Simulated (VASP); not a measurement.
# Re in VASP: a series of runs, part 2 of 2

VASP 6.6.1. Earlier steps stand in the parts before.

## (3) Single point, PBE

This run uses another cell than the first one: it holds 1 atom, not 4.

Contents of INCAR:

```
PREC = Accurate
ENCUT = 520
EDIFF = 1E-6
ISMEAR = 0
SIGMA = 0.1
LREAL = F
LASPH = T
NELM = 100
ALGO = Normal
ISIF = 2
LWAVE = F
LCHARG = F
GGA = PE
NBANDS = 10
```

Contents of KPOINTS:

```
Automatic mesh
0
Gamma
  24 24 24
```

Contents of POSCAR:

```
Re
1.0
    0.0000000000      1.9576298667      1.9576298667
    1.9576298667      0.0000000000      1.9576298667
    1.9576298667      1.9576298667      0.0000000000
Re
1
Direct
    0.5000000000      0.5000000000      0.5000000000
```

Potentials or basis: VASP PAW PBE potentials, release 64 (Re).

Run with:

```
$ cat potpaw_PBE.64/Re/POTCAR > POTCAR
$ mpirun -np 1 vasp_std > vasp.out
```

OUTCAR:

```text
PREC = Accurate
   ENCUT = 520
   EDIFF = 1E-6
   ISMEAR = 0
   LREAL = F
   LASPH = T
   NELM = 100
   ISIF = 2
   GGA = PE

 ion  position               nearest neighbor table
   1  0.500  0.500  0.500-

  LATTYP: Found a face centered cubic cell.
 ALAT       =     3.9152597334

  Lattice vectors:

 A1 = (   0.0000000000,   1.9576298667,   1.9576298667)
 A2 = (   1.9576298667,   0.0000000000,   1.9576298667)
 A3 = (   1.9576298667,   1.9576298667,   0.0000000000)

Analysis of symmetry for initial positions (statically):
=====================================================================
 Subroutine PRICEL returns:
 Original cell was already a primitive cell.

 Routine SETGRP: Setting up the symmetry group for a
 face centered cubic supercell.

 Subroutine GETGRP returns: Found 48 space group operations
 (whereof 48 operations were pure point group operations)
 out of a pool of 48 trial point group operations.

The static configuration has the point symmetry O_h .

Analysis of symmetry for dynamics (positions and initial velocities):
=====================================================================
 Subroutine PRICEL returns:
 Original cell was already a primitive cell.

 Routine SETGRP: Setting up the symmetry group for a
 face centered cubic supercell.

 Subroutine GETGRP returns: Found 48 space group operations
 (whereof 48 operations were pure point group operations)
 out of a pool of 48 trial point group operations.

The dynamic configuration has the point symmetry O_h .

 Subroutine INISYM returns: Found 48 space group operations
 (whereof 48 operations are pure point group operations),
 and found     1 'primitive' translations

----------------------------------------------------------------------------------------

                                     Primitive cell

  volume of cell :      15.0045
[... 110 lines left out ...]
  Thomas-Fermi vector in A             =   2.402725
   LORBIT       =      0    0 simple, 1 ext, 2 COOP (PROOUT), +10 PAW based schemes
   GGA     = PE    functional components
   LHFCALC =     F    Hartree Fock is set to
   AEXX    =    0.0000 exact exchange contribution
   IVDW    =     0    specifies the selected vdW correction
   LEPSILON=     F    determine dielectric tensor
   LRPA    =     F    only Hartree local field effects (RPA)
 non-spin polarized calculation
 Gauss-broadening in eV      SIGMA  =   0.10
  energy-cutoff  :      520.00
  volume of cell :       15.00
 maximum number of plane-waves:       419
 NGX is ok and might be reduce to    24

 number of electron       7.0000001 magnetization

 Free energy of the ion-electron system (eV)
  ---------------------------------------------------
  ext. energy  EPLUGINS =         0.00000000
  ---------------------------------------------------
  free energy    TOTEN  =       -12.36489634 eV

  energy without entropy =      -12.35990845  energy(sigma->0) =      -12.36240239

 E-fermi :   7.9102     XC(G=0): -13.6240

 val. band max:        7.9082526217   @ k =   0.4583   0.2500   0.1250
 cond. band min:       7.9105561418   @ k =   0.5000   0.0417   0.0000
 fundamental gap:      0.0023035200
 Fermi energy:         7.9102271619

 k-point     1 :       0.0000    0.0000    0.0000
  band No.  band energies     occupation
      1      -2.0829      2.00000
      2       6.0469      2.00000
      3       6.0469      2.00000
      4       6.0469      2.00000
      5       9.1412      0.00000
      6       9.1412      0.00000
      7      21.8073      0.00000
      8      27.3535      0.00000
      9      27.3535      0.00000
     10      27.3535      0.00000
[... 287 lines left out ...]
 k-point    24 :       0.4583    0.0417    0.0000
  band No.  band energies     occupation
      1       1.2408      2.00000
      2       5.7955      2.00000
      3       5.9680      2.00000
      4       7.5513      2.00000
      5      11.4818      0.00000
      6      11.5488      0.00000
      7      18.0085      0.00000
      8      21.7247      0.00000
      9      27.9362      0.00000
     10      28.3612      0.00000

 [... further k-points ...]

------------------------ aborting loop because EDIFF is reached ----------------------------------------

  FORCE on cell =-STRESS in cart. coord.  units (eV):
  Direction    XX          YY          ZZ          XY          YZ          ZX
  --------------------------------------------------------------------------------------
  -------------------------------------------------------------------------------------
  Total       -0.0545538     -0.0545538     -0.0545538     -0.0000000      0.0000000     -0.0000000
  in kB       -5.8252405     -5.8252405     -5.8252405     -0.0000000      0.0000000     -0.0000000
  external PRESSURE =      -5.8252405 kB  Pullay stress =       0.0000000 kB

 VOLUME and BASIS-vectors are now :
 -----------------------------------------------------------------------------
  energy-cutoff  :      520.00
  volume of cell :       15.00
      direct lattice vectors                 reciprocal lattice vectors
     0.000000000  1.957629867  1.957629867    -0.255410897  0.255410897  0.255410897
     1.957629867  0.000000000  1.957629867     0.255410897 -0.255410897  0.255410897
     1.957629867  1.957629867  0.000000000     0.255410897  0.255410897 -0.255410897

 POSITION                                       TOTAL-FORCE (eV/Angst)
 -----------------------------------------------------------------------------------
      1.95763      1.95763      1.95763         0.000000     -0.000000      0.000000
 -----------------------------------------------------------------------------------
    total drift:                               -0.000000     -0.000000      0.000000

  FREE ENERGIE OF THE ION-ELECTRON SYSTEM (eV)
  ---------------------------------------------------
  free  energy   TOTEN  =       -12.3648963394 eV

  energy  without entropy=      -12.3599084485  energy(sigma->0) =      -12.36240239
```

OSZICAR:

```text
N       E                     dE             d eps       ncg     rms          rms(c)
DAV:   1     0.446161019293E+01    0.44616E+01   -0.33447E+03 12808   0.797E+02
DAV:   2    -0.126636397413E+02   -0.17125E+02   -0.15697E+02 12600   0.159E+02
DAV:   3    -0.130763164471E+02   -0.41268E+00   -0.40309E+00 13508   0.440E+01
DAV:   4    -0.130785654684E+02   -0.22490E-02   -0.22470E-02 13518   0.154E+00
DAV:   5    -0.130785708325E+02   -0.53641E-05   -0.53622E-05 12214   0.346E-02    0.291E+01
DAV:   6    -0.125547326359E+02    0.52384E+00   -0.43473E-01 13012   0.177E+01    0.117E+01
DAV:   7    -0.123717781341E+02    0.18295E+00   -0.33267E-01 13102   0.147E+01    0.842E-01
DAV:   8    -0.123651384366E+02    0.66397E-02   -0.41269E-03 12770   0.654E-01    0.178E-01
DAV:   9    -0.123648871310E+02    0.25131E-03   -0.20676E-04 12116   0.114E-01    0.212E-02
DAV:  10    -0.123648963264E+02   -0.91954E-05   -0.15429E-05 11928   0.251E-02    0.306E-03
DAV:  11    -0.123648963394E+02   -0.13029E-07   -0.16847E-07  6476   0.902E-03
   1 F= -.12364896E+02 E0= -.12362402E+02  d E =-.498789E-02
```

Run time: 74 s. Hardware: 1 thread of Intel Xeon Platinum 8259CL at 2.50GHz (Skylake/Cascade Lake), shared host; peak memory 0.19 GiB.

What came out:

```
Free energy : -12.3649 eV
Pressure    : -0.6 GPa
```

Caveat: spin-orbit coupling is left out, which moves the levels of the heavy elements.

## (4) Single point, PBE

This run uses another cell than the first one: it holds 1 atom, not 4.

Contents of INCAR:

```
  PREC = Accurate
  ENCUT = 520
  EDIFF = 1E-6
  ISMEAR = 0
  SIGMA = 0.1
  LREAL = False
  LASPH = True
  NELM = 100
  ALGO = Fast
  ISIF = 2
  LWAVE = False
  LCHARG = False
  GGA = PE
  NBANDS = 10
```

Contents of KPOINTS:

```
regular mesh
0
Gamma
  24 24 24
```

Contents of POSCAR:

```
Re
1.0
    0.0000000000      1.9576356758      1.9576356758
    1.9576356758      0.0000000000      1.9576356758
    1.9576356758      1.9576356758      0.0000000000
Re
1
Direct
    0.5000000000      0.5000000000      0.5000000000
```

Run with:

```
$ cat potpaw_PBE.64/Re/POTCAR > POTCAR
$ mpirun -np 1 vasp_std > vasp.out
```

Run time: 25 s. Hardware: 1 thread of Intel Xeon 6975P-C (Granite Rapids), shared host; peak memory 0.19 GiB.

It converged, with:

* Free energy: -12.3649 eV
* Pressure: -0.6 GPa

Levels at points of the mesh, in eV from the Fermi level:
```tsv
k point	band 1	band 2	band 3	band 4	band 5	band 6	band 7	band 8	band 9
(0.00, 0.00, 0.00)	-9.99	-1.86	-1.86	-1.86	1.23	1.23	13.90	19.44	19.44
(0.50, 0.00, 0.00)	-6.74	-2.06	-2.06	0.19	3.71	3.71	9.69	13.39	19.90
(0.50, 0.50, 0.00)	-6.66	-5.80	2.72	3.66	4.43	4.43	12.13	12.13	12.70
```

Caveat: spin-orbit coupling is left out, which moves the levels of the heavy elements.

## (5) Relaxation of cell and atoms, PBE

This run uses another cell than the first one: it holds 1 atom, not 4.

Contents of INCAR:

```
PREC = Accurate
ENCUT = 600
EDIFF = 1E-6
ISMEAR = 0
SIGMA = 0.1
LREAL = False
LASPH = True
NELM = 100
ALGO = Fast
ISIF = 3
LWAVE = False
LCHARG = False
GGA = PE
IBRION = 2
NSW = 100
EDIFFG = -0.01
```

KPOINTS is that of step 4.

Contents of POSCAR:

```
Re
1.0
    0.0000000000      1.9566016988      1.9566016988
    1.9566016988      0.0000000000      1.9566016988
    1.9566016988      1.9566016988      0.0000000000
Re
1
Direct
    0.5000000000      0.5000000000      0.5000000000
```

Potentials or basis: VASP PAW PBE potentials, release 64 (Re).

Run with:

```
$ cat potpaw_PBE.64/Re/POTCAR > POTCAR
$ mpirun -np 1 vasp_std > vasp.out
```

OUTCAR:

```text
PREC = Accurate
   ENCUT = 600
   EDIFF = 1E-6
   ISMEAR = 0
   LREAL = False
   LASPH = True
   NELM = 100
   ISIF = 3
   GGA = PE
   IBRION = 2
   NSW = 100
   EDIFFG = -0.01

 ion  position               nearest neighbor table
   1  0.500  0.500  0.500-

  LATTYP: Found a face centered cubic cell.
 ALAT       =     3.9132033976

  Lattice vectors:

 A1 = (   0.0000000000,   1.9566016988,   1.9566016988)
 A2 = (   1.9566016988,   0.0000000000,   1.9566016988)
 A3 = (   1.9566016988,   1.9566016988,   0.0000000000)

Analysis of symmetry for initial positions (statically):
=====================================================================
 Subroutine PRICEL returns:
 Original cell was already a primitive cell.

 Routine SETGRP: Setting up the symmetry group for a
 face centered cubic supercell.

 Subroutine GETGRP returns: Found 48 space group operations
 (whereof 48 operations were pure point group operations)
 out of a pool of 48 trial point group operations.

The static configuration has the point symmetry O_h .

Analysis of symmetry for dynamics (positions and initial velocities):
=====================================================================
 Subroutine PRICEL returns:
 Original cell was already a primitive cell.

 Routine SETGRP: Setting up the symmetry group for a
 face centered cubic supercell.

 Subroutine GETGRP returns: Found 48 space group operations
 (whereof 48 operations were pure point group operations)
 out of a pool of 48 trial point group operations.

The dynamic configuration has the point symmetry O_h .

 Subroutine INISYM returns: Found 48 space group operations
 (whereof 48 operations are pure point group operations),
 and found     1 'primitive' translations

----------------------------------------------------------------------------------------
[... 123 lines left out ...]
 non-spin polarized calculation
 RMM-DIIS sequential band-by-band and
 Gauss-broadening in eV      SIGMA  =   0.10
  energy-cutoff  :      600.00
  volume of cell :       14.98
 maximum number of plane-waves:       531
 NGX is ok and might be reduce to    24

--------------------------------------- Ionic step        1  -------------------------------------------

 number of electron       7.0000001 magnetization

 Free energy of the ion-electron system (eV)
  ---------------------------------------------------
  ext. energy  EPLUGINS =         0.00000000
  ---------------------------------------------------
  free energy    TOTEN  =       -12.36604132 eV

  energy without entropy =      -12.36105258  energy(sigma->0) =      -12.36354695

------------------------ aborting loop because EDIFF is reached ----------------------------------------

  FORCE on cell =-STRESS in cart. coord.  units (eV):
  Direction    XX          YY          ZZ          XY          YZ          ZX
  --------------------------------------------------------------------------------------
  -------------------------------------------------------------------------------------
  Total        0.0104412      0.0104412      0.0104412      0.0000000     -0.0000000      0.0000000
  in kB        1.1166705      1.1166705      1.1166705      0.0000000     -0.0000000      0.0000000
  external PRESSURE =       1.1166705 kB  Pullay stress =       0.0000000 kB
[... 57 lines left out ...]
--------------------------------------- Ionic step        3  -------------------------------------------

 number of electron       7.0000001 magnetization

 Free energy of the ion-electron system (eV)
  ---------------------------------------------------
  ext. energy  EPLUGINS =         0.00000000
  ---------------------------------------------------
  free energy    TOTEN  =       -12.36604167 eV

  energy without entropy =      -12.36105318  energy(sigma->0) =      -12.36354743

 E-fermi :   7.9272     XC(G=0): -13.6313

 val. band max:        7.9250786894   @ k =   0.4583   0.2500   0.1250
 cond. band min:       7.9285116049   @ k =   0.5000   0.2500   0.0417
 fundamental gap:      0.0034329155
 Fermi energy:         7.9272095907

 k-point     1 :       0.0000    0.0000    0.0000
  band No.  band energies     occupation
      1      -2.0763      2.00000
      2       6.0600      2.00000
      3       6.0600      2.00000
      4       6.0600      2.00000
      5       9.1611      0.00000
      6       9.1611      0.00000
      7      21.8248      0.00000
[... 221 lines left out ...]
 k-point    24 :       0.4583    0.0417    0.0000
  band No.  band energies     occupation
      1       1.2475      2.00000
      2       5.8080      2.00000
      3       5.9808      2.00000
      4       7.5690      2.00000
      5      11.5063      0.00000
      6      11.5738      0.00000
      7      18.0436      0.00000

 [... further k-points ...]

------------------------ aborting loop because EDIFF is reached ----------------------------------------

  FORCE on cell =-STRESS in cart. coord.  units (eV):
  Direction    XX          YY          ZZ          XY          YZ          ZX
  --------------------------------------------------------------------------------------
  -------------------------------------------------------------------------------------
  Total        0.0061073      0.0061073      0.0061073     -0.0000000      0.0000000     -0.0000000
  in kB        0.6530163      0.6530163      0.6530163     -0.0000000      0.0000000     -0.0000000
  external PRESSURE =       0.6530163 kB  Pullay stress =       0.0000000 kB
[... 16 lines left out ...]
  FREE ENERGIE OF THE ION-ELECTRON SYSTEM (eV)
  ---------------------------------------------------
  free  energy   TOTEN  =       -12.3660416707 eV

  energy  without entropy=      -12.3610531827  energy(sigma->0) =      -12.36354743

 reached required accuracy - stopping structural energy minimisation
```

OSZICAR:

```text
N       E                     dE             d eps       ncg     rms          rms(c)
DAV:   1     0.438763997355E+01    0.43876E+01   -0.35885E+03  8750   0.123E+03
DAV:   2    -0.123604143613E+02   -0.16748E+02   -0.15848E+02  6433   0.111E+02
DAV:   3    -0.130750890981E+02   -0.71467E+00   -0.68301E+00  9912   0.251E+01
[... 17 lines left out ...]
       N       E                     dE             d eps       ncg     rms          rms(c)
DAV:   1    -0.123669056529E+02   -0.89095E-03   -0.29640E-03  6461   0.383E+00    0.137E-01
RMM:   2    -0.123660396503E+02    0.86600E-03   -0.43804E-06  4595   0.209E-01    0.108E-02
RMM:   3    -0.123660399522E+02   -0.30184E-06   -0.19143E-05  5702   0.153E-01    0.352E-02
RMM:   4    -0.123660410324E+02   -0.10802E-05   -0.11385E-05  5143   0.115E-01    0.932E-03
RMM:   5    -0.123660416707E+02   -0.63834E-06   -0.42519E-06  4881   0.606E-02
   3 F= -.12366042E+02 E0= -.12363547E+02  d E =-.348612E-06
```

CONTCAR:

```text
Re
   1.00000000000000
     0.0000000000000000    1.9567509621236416    1.9567509621236416
     1.9567509621236416   -0.0000000000000000    1.9567509621236416
     1.9567509621236416    1.9567509621236416   -0.0000000000000000
  Re
     1
Direct
     0.5000000000000000    0.5000000000000000    0.5000000000000000

  0.00000000E+00  0.00000000E+00  0.00000000E+00
```

Wall time 28 s (1 thread of Intel Xeon 6975P-C (Granite Rapids), shared host); peak memory 0.2 GiB.

Results:

```yaml
Free_energy: -12.3660 eV
Relaxed_volume: 14.98 Å³/atom
Relaxed_cell: a = 2.767 Å, b = 2.767 Å, c = 2.767 Å, α = 60.00°, β = 60.00°, γ = 60.00°
Space_group_after_relaxing_to_0.05_Å: Fm-3m (No. 225)
Energy_gained_by_relaxing: 0.0 meV/atom
Ionic_steps: 3
Pressure_after_relaxing: 0.1 GPa
```

Final structure:
```xyz
1
Lattice="0.0000 1.9568 1.9568 1.9568 0.0000 1.9568 1.9568 1.9568 0.0000" Properties=species:S:1:pos:R:3 pbc="T T T"
Re    1.9568    1.9568    1.9568
```

Levels at points of the mesh, in eV from the Fermi level:
| k point | band 1 | band 2 | band 3 | band 4 | band 5 | band 6 | band 7 |
| --- | --- | --- | --- | --- | --- | --- | --- |
| (0.00, 0.00, 0.00) | -10.00 | -1.87 | -1.87 | -1.87 | 1.23 | 1.23 | 13.90 |
| (0.50, 0.00, 0.00) | -6.75 | -2.07 | -2.07 | 0.19 | 3.71 | 3.71 | 9.71 |
| (0.50, 0.50, 0.00) | -6.67 | -5.82 | 2.73 | 3.67 | 4.44 | 4.44 | 12.14 |

Caveat: spin-orbit coupling is left out, which moves the levels of the heavy elements.

## (6) Summary

| task | cell | k mesh | cutoff (eV) | gap on the mesh (eV) | pressure (GPa) |
| --- | --- | --- | --- | --- | --- |
| single point | a = 2.764, b = 2.764, c = 7.850 Å, angles 90.0, 90.0, 89.9°, 4 atoms | 6 × 6 × 4 | 520 | none | -0.5 |
| single point | a = 2.769 Å, angles 60.0°, 1 atom | 24 × 24 × 24 | 520 | none | -0.6 |
| relaxation of cell and atoms | relaxed from a = 2.767 Å, angles 60.0°, 1 atom | 24 × 24 × 24 | 600 | none | 0.1 |

Alike in all rows: level PBE; potentials or basis VASP PAW PBE potentials, release 64 (Re); no spin polarisation; smearing gaussian 0.1 eV.

Caveats: some runs use coarse meshes; spin-orbit coupling is left out, which moves the levels of the heavy elements.

Total energies depend on the potentials used, so only differences within one code and one set of settings carry meaning.
